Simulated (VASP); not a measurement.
## Re: single point with PBEsol

Crystal: Re.

```xyz
1
Lattice="0.0247 1.9750 1.9750 1.9750 0.0247 1.9750 1.9997 1.9997 0.0000" Properties=species:S:1:pos:R:3 pbc="T T T"
Re    0.0000    0.0000    0.0000
```

This cell differs from its parent crystal: strain +0.0250 x Voigt [0, 0, 0, 0, 0, 1].

```json
{"Program": "VASP 6.6.1", "Task": "single point", "Functional": "PBEsol", "Potentials or basis": "VASP PAW PBE potentials, release 64 (Re)", "Cutoff": "520 eV", "k mesh": "20 × 20 × 20", "Occupations": "gaussian, width 0.15 eV", "Spin": "no spin polarisation"}
```

```yaml
Pressure: -18.8 GPa
Band_gap_on_the_k_mesh: zero (an odd number of electrons rules out a gap without spin polarisation)
```

Stress tensor (GPa, compression positive):
```
-18.74  -4.94   0.00
 -4.94 -18.74   0.00
  0.00   0.00 -18.97
```

Levels at points of the mesh, in eV from the Fermi level:
| k point | band 1 | band 2 | band 3 | band 4 | band 5 | band 6 | band 7 | band 8 | band 9 |
| --- | --- | --- | --- | --- | --- | --- | --- | --- | --- |
| (0.00, 0.00, 0.00) | -9.85 | -2.02 | -1.82 | -1.58 | 1.18 | 1.18 | 13.89 | 18.91 | 19.28 |
| (0.50, 0.00, 0.00) | -6.55 | -2.21 | -1.87 | 0.27 | 3.47 | 3.72 | 9.48 | 13.27 | 19.21 |
| (0.50, 0.50, 0.00) | -6.46 | -5.62 | 2.60 | 3.51 | 4.25 | 4.26 | 11.46 | 12.17 | 12.34 |
| (0.00, 0.00, 0.50) | -6.60 | -2.13 | -1.78 | 0.01 | 3.37 | 3.64 | 9.12 | 13.49 | 19.50 |
| (0.50, 0.00, 0.50) | -6.46 | -5.61 | 2.61 | 3.46 | 4.25 | 4.28 | 11.90 | 11.90 | 12.19 |

Run time: 69 s on 1 thread of Intel(R) Xeon(R) 6975P-C (Granite Rapids), with other jobs on the host, peak memory 0.31 GiB.

Caveat: the cell differs from its parent crystal (strain +0.0250 x Voigt [0, 0, 0, 0, 0, 1]); the cell stands under tension; the PAW data sets were made with another functional, which shifts forces and pressure a little; spin-orbit coupling is left out, which moves the levels of the heavy elements.
